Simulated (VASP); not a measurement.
# FeO (R-3m) in VASP: further runs

The runs below take FeO through single point, with LDA.

Everything below comes from runs of VASP 6.6.1. Logs are shortened: lines on timing, memory, paths and dates and some standing lists are left out, and cuts for length are marked.

**1. The cell of the first run**

The structure is trigonal, space group R-3m (No. 166). The conventional cell has a = 3.017 Å, b = 3.017 Å, c = 7.508 Å, α = 90.00°, β = 90.00°, γ = 120.00°. Fe (site symmetry -3m) has 6 O at 2.14 Å within 2.8 Å. Within 2.8 Å of O (site symmetry -3m) lie 6 Fe at 2.14 Å.

**2. Single point, LDA, collinear spin, ferromagnetic start (9.87 Å³/atom)**

File INCAR:

```
SYSTEM = FeO
ALGO = Normal
EDIFF = 1E-7
ENCUT = 520
GGA = CA
ISIF = 2
ISMEAR = -1
ISPIN = 2
LASPH = .TRUE.
LCHARG = .FALSE.
LMAXMIX = 4
LORBIT = 11
LREAL = .FALSE.
LWAVE = .FALSE.
MAGMOM = 3 0
NBANDS = 18
NELM = 150
PREC = Accurate
SIGMA = 0.05
```

File KPOINTS:

```
k-points
0
G
  11 11 11
  0 0 0
```

File POSCAR:

```
FeO
1.0
    1.5086271663      0.8710063006      2.5026668604
   -1.5086271663      0.8710063006      2.5026668604
    0.0000000000     -1.7420126011      2.5026668604
Fe O
1 1
Direct
    0.0000000000      0.0000000000      0.0000000000
    0.5000000000      0.5000000000      0.5000000000
```

Potentials or basis: VASP PAW LDA potentials, release 64 (Fe, O).

Run with:

```bash
$ cat potpaw_LDA.64/Fe/POTCAR potpaw_LDA.64/O/POTCAR > POTCAR
$ mpirun -np 1 vasp_std > vasp.out
```

OUTCAR:

```text
SYSTEM = FeO
   EDIFF = 1E-7
   ENCUT = 520
   GGA = CA
   ISIF = 2
   ISMEAR = -1
   ISPIN = 2
   LASPH = .TRUE.
   LORBIT = 11
   LREAL = .FALSE.
   NELM = 150
   PREC = Accurate

 ion  position               nearest neighbor table
   1  0.000  0.000  0.000-   2 2.14   2 2.14   2 2.14   2 2.14   2 2.14   2 2.14
   2  0.500  0.500  0.500-   1 2.14   1 2.14   1 2.14   1 2.14   1 2.14   1 2.14

  LATTYP: Found a trigonal (rhomboedric) cell.
 ALAT       =     3.0492538951
 COS(alpha) =     0.5104391626

  Lattice vectors:

 A1 = (   1.5086271663,   0.8710063006,   2.5026668604)
 A2 = (  -1.5086271663,   0.8710063006,   2.5026668604)
 A3 = (   0.0000000000,  -1.7420126011,   2.5026668604)

Analysis of symmetry for initial positions (statically):
=====================================================================
 Subroutine PRICEL returns:
 Original cell was already a primitive cell.

 Routine SETGRP: Setting up the symmetry group for a
 trigonal (rhombohedral) supercell.

 Subroutine GETGRP returns: Found 12 space group operations
 (whereof 12 operations were pure point group operations)
 out of a pool of 12 trial point group operations.

The static configuration has the point symmetry D_3d.

Analysis of symmetry for dynamics (positions and initial velocities):
=====================================================================
 Subroutine PRICEL returns:
 Original cell was already a primitive cell.

 Routine SETGRP: Setting up the symmetry group for a
 trigonal (rhombohedral) supercell.

 Subroutine GETGRP returns: Found 12 space group operations
 (whereof 12 operations were pure point group operations)
 out of a pool of 12 trial point group operations.

The dynamic configuration has the point symmetry D_3d.

Analysis of structural, dynamic, and magnetic symmetry:
=====================================================================
 Subroutine PRICEL returns:
 Original cell was already a primitive cell.

 Routine SETGRP: Setting up the symmetry group for a
 trigonal (rhombohedral) supercell.

 Subroutine GETGRP returns: Found 12 space group operations
 (whereof 12 operations were pure point group operations)
 out of a pool of 12 trial point group operations.

The overall configuration has the point symmetry D_3d.

 Subroutine INISYM returns: Found 12 space group operations
 (whereof 12 operations are pure point group operations),
 and found     1 'primitive' translations

----------------------------------------------------------------------------------------

                                     Primitive cell
[... 113 lines left out ...]
  Fermi-wavevector in a.u.,A,eV,Ry     =   1.460153  2.759289 29.008254  2.132047
  Thomas-Fermi vector in A             =   2.576636
   LORBIT       =     11    0 simple, 1 ext, 2 COOP (PROOUT), +10 PAW based schemes
   GGA     = CA    functional components
   LHFCALC =     F    Hartree Fock is set to
   AEXX    =    0.0000 exact exchange contribution
   IVDW    =     0    specifies the selected vdW correction
   LEPSILON=     F    determine dielectric tensor
   LRPA    =     F    only Hartree local field effects (RPA)
 spin polarized calculation
  energy-cutoff  :      520.00
  volume of cell :       19.73
 maximum number of plane-waves:       544
   NGX = 11   NGY = 11   NGZ = 11

 number of electron      13.9999997 magnetization       3.9793527

 Free energy of the ion-electron system (eV)
  ---------------------------------------------------
  ext. energy  EPLUGINS =         0.00000000
  ---------------------------------------------------
  free energy    TOTEN  =       -16.43285315 eV

  energy without entropy =      -16.41930133  energy(sigma->0) =      -16.42607724

 E-fermi :   5.9798     XC(G=0): -12.7042

 val. band max:        5.9773836186   @ k =   0.2727   0.1818   0.1818
 cond. band min:       5.9801170095   @ k =   0.2727   0.0909   0.0000
 fundamental gap:      0.0027333909
 Fermi energy:         5.9797952464

 spin component 1

 k-point     1 :       0.0000    0.0000    0.0000
  band No.  band energies     occupation
      1     -14.5104      1.00000
      2       2.1252      1.00000
      3       2.2289      1.00000
      4       2.2289      1.00000
      5       2.3109      1.00000
      6       2.3779      1.00000
[... 493 lines left out ...]
     17      32.8800      0.00000
     18      34.5808      0.00000

 [... further k-points ...]

 spin component 2

 k-point     1 :       0.0000    0.0000    0.0000
  band No.  band energies     occupation
      1     -13.9356      1.00000
      2       2.7359      1.00000
      3       2.8425      1.00000
      4       2.8425      1.00000
      5       5.1542      1.00000
      6       5.2430      1.00000
[... 493 lines left out ...]
     17      33.7317      0.00000
     18      35.3646      0.00000

 [... further k-points ...]

------------------------ aborting loop because EDIFF is reached ----------------------------------------

  FORCE on cell =-STRESS in cart. coord.  units (eV):
  Direction    XX          YY          ZZ          XY          YZ          ZX
  --------------------------------------------------------------------------------------
  -------------------------------------------------------------------------------------
  Total       -1.5628678     -1.5628678     -1.6923114      0.0000000     -0.0000000     -0.0000000
  in kB     -126.9040016   -126.9040016   -137.4147497      0.0000000     -0.0000000     -0.0000000
  external PRESSURE =    -130.4075843 kB  Pullay stress =       0.0000000 kB

 VOLUME and BASIS-vectors are now :
 -----------------------------------------------------------------------------
  energy-cutoff  :      520.00
  volume of cell :       19.73
      direct lattice vectors                 reciprocal lattice vectors
     1.508627166  0.871006301  2.502666860     0.331427149  0.191349553  0.133191252
    -1.508627166  0.871006301  2.502666860    -0.331427149  0.191349553  0.133191252
     0.000000000 -1.742012601  2.502666860     0.000000000 -0.382699107  0.133191252

 POSITION                                       TOTAL-FORCE (eV/Angst)
 -----------------------------------------------------------------------------------
      0.00000      0.00000      0.00000        -0.000000      0.000000     -0.000000
      0.00000      0.00000      3.75400         0.000000     -0.000000      0.000000
 -----------------------------------------------------------------------------------
    total drift:                               -0.000000      0.000000     -0.000000

  FREE ENERGIE OF THE ION-ELECTRON SYSTEM (eV)
  ---------------------------------------------------
  free  energy   TOTEN  =       -16.4328531529 eV

  energy  without entropy=      -16.4193013250  energy(sigma->0) =      -16.42607724

 total charge

# of ion       s       p       d       tot
------------------------------------------
    1        0.297   0.374   6.120   6.791
    2        1.544   3.416   0.000   4.960
--------------------------------------------------
tot          1.841   3.790   6.120  11.751

 magnetization (x)

# of ion       s       p       d       tot
------------------------------------------
    1        0.024   0.021   3.513   3.559
    2        0.031   0.285   0.000   0.316
--------------------------------------------------
tot          0.055   0.307   3.513   3.875
```

stdout:

```text
POSCAR found type information on POSCAR FeO
 POSCAR found :  2 types and       2 ions
 scaLAPACK will be used
 LDA part: xc-table for (Slater(with rela. corr.)+CA(PZ))
 , standard interpolation
 POSCAR, INCAR and KPOINTS ok, starting setup
 FFT: planning ... GRIDC
 FFT: planning ... GRID_SOFT
 FFT: planning ... GRID
 WAVECAR not read
 entering main loop
```

It took 68 s on 1 thread of AMD EPYC 9R45 (Zen 5), shared host; peak memory 0.16 GiB.

Results:

```yaml
Free_energy: -16.4329 eV
Pressure: -13.0 GPa
Band_gap_on_the_k_mesh: zero (filled and empty bands overlap)
Net_moment: 3.98 μB per cell
Site_moments: Fe +3.56; O +0.32 μB
Valence_electrons_inside_the_program's_atomic_spheres: Fe 6.79; O 4.96
```

Stress tensor (GPa, compression positive):
```
-12.69   0.00   0.00
  0.00 -12.69   0.00
  0.00   0.00 -13.74
```

Levels at points of the mesh, in eV from the Fermi level:
Spin up:
```
           k point  band 5  band 6  band 7  band 8  band 9  band 10  band 11  band 12  band 13  band 14
(0.00, 0.00, 0.00)   -3.67   -3.60   -3.60   -3.34   -3.34     0.33    15.46    16.87    17.28    17.28
```
Spin down:
| k point | band 2 | band 3 | band 4 | band 5 | band 6 | band 7 | band 8 | band 9 |
| --- | --- | --- | --- | --- | --- | --- | --- | --- |
| (0.00, 0.00, 0.00) | -3.24 | -3.14 | -3.14 | -0.83 | -0.74 | -0.74 | -0.03 | -0.03 |

Caveat: the cell stands under tension; a cell with one magnetic atom can't hold antiferromagnetic order, which such compounds often take; semilocal functionals often make such compounds metallic where correlation or magnetic order opens a gap, which also shifts bond lengths. With open d or f shells a metallic result of LDA can be an artefact of self-interaction; +U or a hybrid may open a gap.

**3. Single point, LDA, collinear spin, ferromagnetic start (10.07 Å³/atom)**

This run uses another cell than the first one, of 10.07 Å³/atom.

INCAR is that of step 2.

KPOINTS is that of step 2.

File POSCAR:

```
FeO
1.0
    1.5188209023      0.8768916568      2.5195772846
   -1.5188209023      0.8768916568      2.5195772846
    0.0000000000     -1.7537833136      2.5195772846
Fe O
1 1
Direct
    0.0000000000      0.0000000000      0.0000000000
    0.5000000000      0.5000000000      0.5000000000
```

Potentials or basis: VASP PAW LDA potentials, release 64 (Fe, O).

Run with:

```bash
$ cat potpaw_LDA.64/Fe/POTCAR potpaw_LDA.64/O/POTCAR > POTCAR
$ mpirun -np 1 vasp_std > vasp.out
```

Wall time 66 s (1 thread of AMD EPYC 9R45 (Zen 5), shared host); peak memory 0.17 GiB.

Results (log left out):

```
Free energy                                           : -16.3966 eV
Pressure                                              : -16.2 GPa
Band gap on the k mesh                                : zero (filled and empty bands overlap)
Net moment                                            : 3.99 μB per cell
Site moments                                          : Fe +3.57; O +0.32 μB
Valence electrons inside the program's atomic spheres : Fe 6.76; O 4.95
```

Stress tensor (GPa, compression positive):
```
-15.78   0.00   0.00
  0.00 -15.78   0.00
  0.00   0.00 -16.91
```

Levels at points of the mesh, in eV from the Fermi level:
Spin up:
```csv
k point,band 5,band 6,band 7,band 8,band 9,band 10,band 11,band 12,band 13,band 14
"(0.00, 0.00, 0.00)",-3.65,-3.59,-3.59,-3.34,-3.34,0.22,15.38,16.70,17.10,17.10
```
Spin down:
```tsv
k point	band 1	band 2	band 3	band 4	band 5	band 6	band 7	band 8	band 9	band 10
(0.00, 0.00, 0.00)	-19.75	-3.17	-3.07	-3.07	-0.79	-0.71	-0.71	-0.02	-0.02	0.98
```

Caveat: the cell stands under tension; a cell with one magnetic atom can't hold antiferromagnetic order, which such compounds often take; semilocal functionals often make such compounds metallic where correlation or magnetic order opens a gap, which also shifts bond lengths. With open d or f shells a metallic result of LDA can be an artefact of self-interaction; +U or a hybrid may open a gap.

**4. Single point, LDA, collinear spin, ferromagnetic start (10.27 Å³/atom)**

This run uses another cell than the first one, of 10.27 Å³/atom.

File INCAR:

```
  PREC = Accurate
  ENCUT = 520
  EDIFF = 1E-7
  ISMEAR = -1
  SIGMA = 0.05
  LREAL = F
  LASPH = T
  NELM = 150
  ALGO = Normal
  ISIF = 2
  LWAVE = F
  LCHARG = F
  ISPIN = 2
  MAGMOM = 3 0
  LORBIT = 11
  LMAXMIX = 4
  NBANDS = 18
```

File KPOINTS:

```
regular mesh
0
Gamma
  11 11 11
```

File POSCAR:

```
FeO
1.0
    1.5288796120      0.8826990556      2.5362637132
   -1.5288796120      0.8826990556      2.5362637132
    0.0000000000     -1.7653981111      2.5362637132
Fe O
1 1
Direct
    0.0000000000      0.0000000000      0.0000000000
    0.5000000000      0.5000000000      0.5000000000
```

Potentials or basis: VASP PAW LDA potentials, release 64 (Fe, O).

Run with:

```bash
$ cat potpaw_LDA.64/Fe/POTCAR potpaw_LDA.64/O/POTCAR > POTCAR
$ mpirun -np 1 vasp_std > vasp.out
```

OUTCAR:

```text
PREC = Accurate
   ENCUT = 520
   EDIFF = 1E-7
   ISMEAR = -1
   LREAL = F
   LASPH = T
   NELM = 150
   ISIF = 2
   ISPIN = 2
   LORBIT = 11

 ion  position               nearest neighbor table
   1  0.000  0.000  0.000-   2 2.17   2 2.17   2 2.17   2 2.17   2 2.17   2 2.17
   2  0.500  0.500  0.500-   1 2.17   1 2.17   1 2.17   1 2.17   1 2.17   1 2.17

  LATTYP: Found a trigonal (rhomboedric) cell.
 ALAT       =     3.0901883622
 COS(alpha) =     0.5104391626

  Lattice vectors:

[... 1221 lines left out ...]
  in kB     -186.3255573   -186.3255573   -198.1181505      0.0000000     -0.0000000      0.0000000
  external PRESSURE =    -190.2564217 kB  Pullay stress =       0.0000000 kB

 VOLUME and BASIS-vectors are now :
 -----------------------------------------------------------------------------
  energy-cutoff  :      520.00
  volume of cell :       20.54
      direct lattice vectors                 reciprocal lattice vectors
     1.528879612  0.882699056  2.536263713     0.327036868  0.188814824  0.131426922
    -1.528879612  0.882699056  2.536263713    -0.327036868  0.188814824  0.131426922
     0.000000000 -1.765398111  2.536263713     0.000000000 -0.377629648  0.131426922

 POSITION                                       TOTAL-FORCE (eV/Angst)
 -----------------------------------------------------------------------------------
      0.00000      0.00000      0.00000        -0.000000     -0.000000     -0.000000
      0.00000      0.00000      3.80440         0.000000      0.000000      0.000000
 -----------------------------------------------------------------------------------
    total drift:                               -0.000000      0.000000     -0.000000

  FREE ENERGIE OF THE ION-ELECTRON SYSTEM (eV)
  ---------------------------------------------------
  free  energy   TOTEN  =       -16.3526835985 eV

  energy  without entropy=      -16.3397365131  energy(sigma->0) =      -16.34621006

 total charge

# of ion       s       p       d       tot
------------------------------------------
    1        0.286   0.347   6.090   6.724
    2        1.544   3.395   0.000   4.939
--------------------------------------------------
tot          1.831   3.743   6.090  11.663

 magnetization (x)

# of ion       s       p       d       tot
------------------------------------------
    1        0.024   0.020   3.532   3.577
    2        0.029   0.284   0.000   0.313
--------------------------------------------------
tot          0.053   0.304   3.532   3.890
```

Wall time 66 s (1 thread of AMD EPYC 9R45 (Zen 5), shared host); peak memory 0.17 GiB.

Results:

```
Free energy                                           : -16.3527 eV
Pressure                                              : -19.0 GPa
Band gap on the k mesh                                : zero (filled and empty bands overlap)
Net moment                                            : 4.00 μB per cell
Site moments                                          : Fe +3.58; O +0.31 μB
Valence electrons inside the program's atomic spheres : Fe 6.72; O 4.94
```

Stress tensor (GPa, compression positive):
```
-18.63   0.00   0.00
  0.00 -18.63   0.00
  0.00   0.00 -19.81
```

Levels at points of the mesh, in eV from the Fermi level:
Spin up:
```
           k point  band 6  band 7  band 8  band 9  band 10  band 11  band 12  band 13
(0.00, 0.00, 0.00)   -3.57   -3.57   -3.34   -3.34     0.10    15.31    16.53    16.94
```
Spin down:
| k point | band 1 | band 2 | band 3 | band 4 | band 5 | band 6 | band 7 | band 8 | band 9 | band 10 |
| --- | --- | --- | --- | --- | --- | --- | --- | --- | --- | --- |
| (0.00, 0.00, 0.00) | -19.59 | -3.11 | -3.01 | -3.01 | -0.76 | -0.68 | -0.68 | -0.01 | -0.01 | 0.87 |

Caveat: the cell stands under tension; a cell with one magnetic atom can't hold antiferromagnetic order, which such compounds often take; semilocal functionals often make such compounds metallic where correlation or magnetic order opens a gap, which also shifts bond lengths. With open d or f shells a metallic result of LDA can be an artefact of self-interaction; +U or a hybrid may open a gap.

**5. The runs side by side**

```tsv
cell	gap on the mesh (eV)	pressure (GPa)	moment (μB)
a = 3.049 Å, angles 59.3°, 2 atoms	none	-13.0	3.98
a = 3.070 Å, angles 59.3°, 2 atoms	none	-16.2	3.99
a = 3.090 Å, angles 59.3°, 2 atoms	none	-19.0	4.00
```

Alike in all rows: task single point; level LDA; potentials or basis VASP PAW LDA potentials, release 64 (Fe, O); spin collinear, ferromagnetic start; k mesh 11 × 11 × 11; cutoff (eV) 520; smearing fermi-dirac 0.05 eV.

Caveats: the cell stands under tension; a cell with one magnetic atom can't hold antiferromagnetic order, which such compounds often take; semilocal functionals often make such compounds metallic where correlation or magnetic order opens a gap, which also shifts bond lengths.

Absolute energies hang on the potentials; compare differences alone.
